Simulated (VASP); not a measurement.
# ZnS (F-43m) in VASP: single point with PBE

Aim: the single point of ZnS with PBE.

All numbers are computed with VASP 6.6.1; they aren't measurements. Logs are shortened: lines on timing, memory, paths and dates and some standing lists are left out, and cuts for length are marked.

### Step 1. The cell of the first run

It takes space group F-43m (No. 216, cubic). The conventional cell has a = 5.404 Å, b = 5.404 Å, c = 5.404 Å, α = 90.00°, β = 90.00°, γ = 90.00°. Zn (site symmetry -43m) has 4 S at 2.34 Å within 3.1 Å. S (site symmetry -43m) has 4 Zn at 2.34 Å within 3.1 Å.

### Step 2. Single point, PBE

INCAR

```
ALGO = Normal
EDIFF = 1E-6
ENCUT = 500
GGA = PE
GGA_COMPAT = False
ISIF = 2
ISMEAR = 0
LASPH = True
LCHARG = False
LREAL = False
LWAVE = False
NBANDS = 16
NELM = 120
PREC = Accurate
SIGMA = 0.01
```

KPOINTS

```
k-points
0
Gamma
  4 4 4
```

POSCAR

```
ZnS
1.0
    0.0000000000      2.7020000000      2.7020000000
    2.7020000000      0.0000000000      2.7020000000
    2.7020000000      2.7020000000      0.0000000000
Zn S
1 1
Direct
    0.7500000000      0.7500000000      0.7500000000
    0.0000000000      0.0000000000      0.0000000000
```

Potentials or basis: VASP PAW PBE potentials, release 64 (Zn, S).

On the command line:

```sh
$ cat potpaw_PBE.64/Zn/POTCAR potpaw_PBE.64/S/POTCAR > POTCAR
$ mpirun -np 1 vasp_std > vasp.out
```

OUTCAR:

```text
EDIFF = 1E-6
   ENCUT = 500
   GGA = PE
   ISIF = 2
   ISMEAR = 0
   LASPH = True
   LREAL = False
   NELM = 120
   PREC = Accurate

 ion  position               nearest neighbor table
   1  0.750  0.750  0.750-   2 2.34   2 2.34   2 2.34   2 2.34
   2  0.000  0.000  0.000-   1 2.34   1 2.34   1 2.34   1 2.34

  LATTYP: Found a face centered cubic cell.
 ALAT       =     5.4040000000

  Lattice vectors:

 A1 = (   0.0000000000,   2.7020000000,   2.7020000000)
 A2 = (   2.7020000000,   0.0000000000,   2.7020000000)
 A3 = (   2.7020000000,   2.7020000000,   0.0000000000)

Analysis of symmetry for initial positions (statically):
=====================================================================
 Subroutine PRICEL returns:
 Original cell was already a primitive cell.

 Routine SETGRP: Setting up the symmetry group for a
 face centered cubic supercell.

 Subroutine GETGRP returns: Found 24 space group operations
 (whereof 24 operations were pure point group operations)
 out of a pool of 48 trial point group operations.

The static configuration has the point symmetry T_d .

Analysis of symmetry for dynamics (positions and initial velocities):
=====================================================================
 Subroutine PRICEL returns:
 Original cell was already a primitive cell.

 Routine SETGRP: Setting up the symmetry group for a
 face centered cubic supercell.

 Subroutine GETGRP returns: Found 24 space group operations
 (whereof 24 operations were pure point group operations)
 out of a pool of 48 trial point group operations.

The dynamic configuration has the point symmetry T_d .

 Subroutine INISYM returns: Found 24 space group operations
 (whereof 24 operations are pure point group operations),
 and found     1 'primitive' translations

----------------------------------------------------------------------------------------

                                     Primitive cell

  volume of cell :      39.4535

  direct lattice vectors                    reciprocal lattice vectors
     0.000000000  2.702000000  2.702000000    -0.185048113  0.185048113  0.185048113
     2.702000000  0.000000000  2.702000000     0.185048113 -0.185048113  0.185048113
     2.702000000  2.702000000  0.000000000     0.185048113  0.185048113 -0.185048113

  length of vectors
     3.821205046  3.821205046  3.821205046     0.320512733  0.320512733  0.320512733

  position of ions in fractional coordinates (direct lattice)
     0.750000000  0.750000000  0.750000000
     0.000000000  0.000000000  0.000000000

  ion indices of the primitive-cell ions
   primitive index   ion index
                 1           1
                 2           2

----------------------------------------------------------------------------------------

 KPOINTS: k-points

Automatic generation of k-mesh.
 Grid dimensions read from file:
 generate k-points for:    4    4    4

 Generating k-lattice:

  Cartesian coordinates                     Fractional coordinates (reciprocal lattice)
    -0.046262028  0.046262028  0.046262028     0.250000000  0.000000000  0.000000000
     0.046262028 -0.046262028  0.046262028     0.000000000  0.250000000  0.000000000
     0.046262028  0.046262028 -0.046262028     0.000000000  0.000000000  0.250000000

  Length of vectors
     0.080128183  0.080128183  0.080128183

  Shift w.r.t. Gamma in fractional coordinates (k-lattice)
     0.000000000  0.000000000  0.000000000

 Subroutine IBZKPT returns following result:
 ===========================================

 Found      8 irreducible k-points:

 Following reciprocal coordinates:
            Coordinates               Weight
  0.000000  0.000000  0.000000      1.000000
  0.250000  0.000000  0.000000      8.000000
  0.500000  0.000000  0.000000      4.000000
  0.250000  0.250000  0.000000      6.000000
  0.500000  0.250000  0.000000     24.000000
 -0.250000  0.250000  0.000000     12.000000
  0.500000  0.500000  0.000000      3.000000
 -0.250000  0.500000  0.250000      6.000000
   k-points           NKPTS =      8   k-points in BZ     NKDIM =      8   number of bands    NBANDS=     16
   number of dos      NEDOS =    301   number of ions     NIONS =      2
   total plane-waves  NPLWV =  21952
   dimension x,y,z NGX =    28 NGY =   28 NGZ =   28
   dimension x,y,z NGXF=    56 NGYF=   56 NGZF=   56
   ions per type =               1   1
   NGX,Y,Z   is equivalent  to a cutoff of  12.18, 12.18, 12.18 a.u.
   NGXF,Y,Z  is equivalent  to a cutoff of  24.36, 24.36, 24.36 a.u.
 SYSTEM =  unknown system
   PREC   = accura    normal or accurate (medium, high low for compatibility)
   ISTART =      0    job   : 0-new  1-cont  2-samecut
   ICHARG =      2    charge: 1-file 2-atom 10-const
   ISPIN  =      1    spin polarized calculation?
   LNONCOLLINEAR =      F non collinear calculations
   LSORBIT =      F    spin-orbit coupling
   LASPH  =      T    aspherical Exc in radial PAW
   ENCUT  =  500.0 eV  36.75 Ry    6.06 a.u.   6.97  6.97  6.97*2*pi/ulx,y,z
   NELM   =    120;   NELMIN=  2; NELMDL= -5     # of ELM steps
   EDIFF  = 0.1E-05   stopping-criterion for ELM
   LREAL  =      F    real-space projection
[... 7 lines left out ...]
   TEBEG  =    0.0;   TEEND  =   0.0 temperature during run
   PSTRESS=    0.0 pullay stress
   NELECT =      18.0000    total number of electrons
   NUPDOWN=      -1.0000    fix difference up-down
   EMIN   =  10.00;   EMAX   =-10.00  energy-range for DOS
   EFERMI =   0.00;   METHOD = LEGACY
   ISMEAR =     0;   SIGMA  =   0.01  broadening in eV -4-tet -1-fermi 0-gaus
   EFERMI_NEDOS =   21; number of points for ismear=-14 and -15
   IALGO  =     38    algorithm
   IMIX   =      4    mixing-type and parameters
     AMIX     =   0.40;   BMIX     =  1.00
     AMIX_MAG =   1.60;   BMIX_MAG =  1.00
  volume/ion in A,a.u.               =      19.73       133.12
  Fermi-wavevector in a.u.,A,eV,Ry     =   1.260290  2.381602 21.610537  1.588330
  Thomas-Fermi vector in A             =   2.393807
   LORBIT       =      0    0 simple, 1 ext, 2 COOP (PROOUT), +10 PAW based schemes
   GGA     = PE    functional components
   LHFCALC =     F    Hartree Fock is set to
   AEXX    =    0.0000 exact exchange contribution
   IVDW    =     0    specifies the selected vdW correction
   LEPSILON=     F    determine dielectric tensor
   LRPA    =     F    only Hartree local field effects (RPA)
 non-spin polarized calculation
 Gauss-broadening in eV      SIGMA  =   0.01
  energy-cutoff  :      500.00
  volume of cell :       39.45
 maximum number of plane-waves:      1008
   NGX = 13   NGY = 13   NGZ = 13

 number of electron      18.0000000 magnetization

 Free energy of the ion-electron system (eV)
  ---------------------------------------------------
  ext. energy  EPLUGINS =         0.00000000
  ---------------------------------------------------
  free energy    TOTEN  =        -6.80020031 eV

  energy without entropy =       -6.80020031  energy(sigma->0) =       -6.80020031

 E-fermi :   2.2102     XC(G=0):  -9.6196

 val. band max:        2.1324951046   @ k =   0.0000   0.0000   0.0000
 cond. band min:       4.2367531227   @ k =   0.0000   0.0000   0.0000
 fundamental gap:      2.1042580181
 Fermi energy:         2.2102033281

 k-point     1 :       0.0000    0.0000    0.0000
  band No.  band energies     occupation
      1     -11.0067      2.00000
      2      -4.2287      2.00000
      3      -4.2287      2.00000
      4      -4.2287      2.00000
      5      -3.7335      2.00000
      6      -3.7335      2.00000
      7       2.1325      2.00000
      8       2.1325      2.00000
      9       2.1325      2.00000
     10       4.2368      0.00000
     11       8.5116      0.00000
     12       8.5116      0.00000
     13       8.5116      0.00000
     14      13.8829      0.00000
     15      13.8829      0.00000
     16      13.9909      0.00000

 k-point     2 :       0.2500    0.0000    0.0000
  band No.  band energies     occupation
      1     -10.5838      2.00000
      2      -4.1794      2.00000
      3      -4.1618      2.00000
      4      -4.1618      2.00000
      5      -3.7319      2.00000
      6      -3.7319      2.00000
      7      -0.7089      2.00000
      8       1.6628      2.00000
      9       1.6628      2.00000
     10       5.5971      0.00000
     11       9.0680      0.00000
     12       9.1364      0.00000
     13       9.1364      0.00000
     14      13.0913      0.00000
     15      13.0913      0.00000
     16      14.3273      0.00000

 k-point     3 :       0.5000    0.0000    0.0000
  band No.  band energies     occupation
      1     -10.0765      2.00000
      2      -4.1141      2.00000
      3      -4.1141      2.00000
      4      -3.7031      2.00000
      5      -3.7031      2.00000
      6      -3.5295      2.00000
      7      -3.1688      2.00000
      8       1.2646      2.00000
      9       1.2646      2.00000
     10       5.4296      0.00000
     11       9.0427      0.00000
     12       9.0427      0.00000
     13      11.0036      0.00000
     14      14.2925      0.00000
     15      15.5309      0.00000
     16      15.5309      0.00000

 k-point     4 :       0.2500    0.2500    0.0000
  band No.  band energies     occupation
      1     -10.4421      2.00000
      2      -4.2762      2.00000
      3      -4.0826      2.00000
      4      -4.0826      2.00000
      5      -3.7729      2.00000
      6      -3.6959      2.00000
      7      -0.4444      2.00000
      8       0.8935      2.00000
      9       0.8935      2.00000
     10       6.6121      0.00000
     11       6.6909      0.00000
     12      10.6672      0.00000
     13      10.6672      0.00000
     14      10.9571      0.00000
     15      14.6534      0.00000
     16      17.9196      0.00000

 k-point     5 :       0.5000    0.2500    0.0000
  band No.  band energies     occupation
      1      -9.9321      2.00000
      2      -4.1451      2.00000
      3      -4.0030      2.00000
      4      -3.8907      2.00000
      5      -3.6899      2.00000
      6      -3.5669      2.00000
      7      -2.3542      2.00000
      8      -0.2705      2.00000
      9       0.5346      2.00000
     10       6.4493      0.00000
     11       8.1071      0.00000
     12      10.2693      0.00000
     13      10.9674      0.00000
     14      13.8284      0.00000
     15      15.6511      0.00000
     16      16.9771      0.00000

 k-point     6 :      -0.2500    0.2500    0.0000
  band No.  band energies     occupation
      1     -10.1032      2.00000
      2      -4.1057      2.00000
      3      -4.0720      2.00000
      4      -3.9475      2.00000
      5      -3.7484      2.00000
      6      -3.6715      2.00000
      7      -1.8308      2.00000
      8      -0.3844      2.00000
      9       1.2269      2.00000
     10       6.9605      0.00000
     11       8.8017      0.00000
     12       9.4222      0.00000
     13      10.0220      0.00000
     14      12.5179      0.00000
     15      15.3840      0.00000
     16      16.7612      0.00000

 k-point     7 :       0.5000    0.5000    0.0000
  band No.  band energies     occupation
      1      -9.7634      2.00000
      2      -4.2539      2.00000
      3      -3.8868      2.00000
      4      -3.8868      2.00000
      5      -3.6582      2.00000
      6      -3.5157      2.00000
      7      -2.4402      2.00000
      8      -0.0914      2.00000
      9      -0.0914      2.00000
     10       5.5228      0.00000
     11       6.1933      0.00000
     12      13.1117      0.00000
     13      14.0906      0.00000
     14      14.0906      0.00000
     15      15.8402      0.00000
     16      16.6674      0.00000

 k-point     8 :      -0.2500    0.5000    0.2500
  band No.  band energies     occupation
      1      -9.7575      2.00000
      2      -4.0960      2.00000
      3      -3.9483      2.00000
      4      -3.7910      2.00000
      5      -3.7705      2.00000
      6      -3.3321      2.00000
      7      -2.4657      2.00000
      8      -0.6213      2.00000
      9      -0.5890      2.00000
     10       7.8262      0.00000
     11       8.1620      0.00000
     12       9.9919      0.00000
     13      10.3659      0.00000
     14      14.5630      0.00000
     15      16.0508      0.00000
     16      17.0066      0.00000

------------------------ aborting loop because EDIFF is reached ----------------------------------------

  FORCE on cell =-STRESS in cart. coord.  units (eV):
  Direction    XX          YY          ZZ          XY          YZ          ZX
  --------------------------------------------------------------------------------------
  -------------------------------------------------------------------------------------
  Total        0.5052636      0.5052636      0.5052636     -0.0000000      0.0000000      0.0000000
  in kB       20.5183560     20.5183560     20.5183560     -0.0000000      0.0000000      0.0000000
  external PRESSURE =      20.5183560 kB  Pullay stress =       0.0000000 kB

 VOLUME and BASIS-vectors are now :
 -----------------------------------------------------------------------------
  energy-cutoff  :      500.00
  volume of cell :       39.45
      direct lattice vectors                 reciprocal lattice vectors
     0.000000000  2.702000000  2.702000000    -0.185048113  0.185048113  0.185048113
     2.702000000  0.000000000  2.702000000     0.185048113 -0.185048113  0.185048113
     2.702000000  2.702000000  0.000000000     0.185048113  0.185048113 -0.185048113

 POSITION                                       TOTAL-FORCE (eV/Angst)
 -----------------------------------------------------------------------------------
      4.05300      4.05300      4.05300         0.000000     -0.000000     -0.000000
      0.00000      0.00000      0.00000        -0.000000      0.000000      0.000000
 -----------------------------------------------------------------------------------
    total drift:                                0.000000      0.000000      0.000000

  FREE ENERGIE OF THE ION-ELECTRON SYSTEM (eV)
  ---------------------------------------------------
  free  energy   TOTEN  =        -6.8002003110 eV

  energy  without entropy=       -6.8002003110  energy(sigma->0) =       -6.80020031
```

It took 3.4 s on 1 thread of AMD EPYC 9R45 (Zen 5), shared host; peak memory 0.12 GiB.

What came out:

```
Free energy            : -6.8002 eV
Pressure               : 2.1 GPa
Band gap on the k mesh : 2.10 eV
```

Levels at points of the mesh, in eV from the valence-band top:
| k point | band 7 | band 8 | band 9 | band 10 | band 11 | band 12 |
| --- | --- | --- | --- | --- | --- | --- |
| (0.00, 0.00, 0.00) | 0.00 | 0.00 | 0.00 | 2.10 | 6.38 | 6.38 |
| (0.50, 0.00, 0.00) | -5.30 | -0.87 | -0.87 | 3.30 | 6.91 | 6.91 |
| (0.50, 0.50, 0.00) | -4.57 | -2.22 | -2.22 | 3.39 | 4.06 | 10.98 |

Caveat: the k points lie up to 0.50 Å⁻¹ apart. As with any semilocal functional, this PBE gap is likely too small.
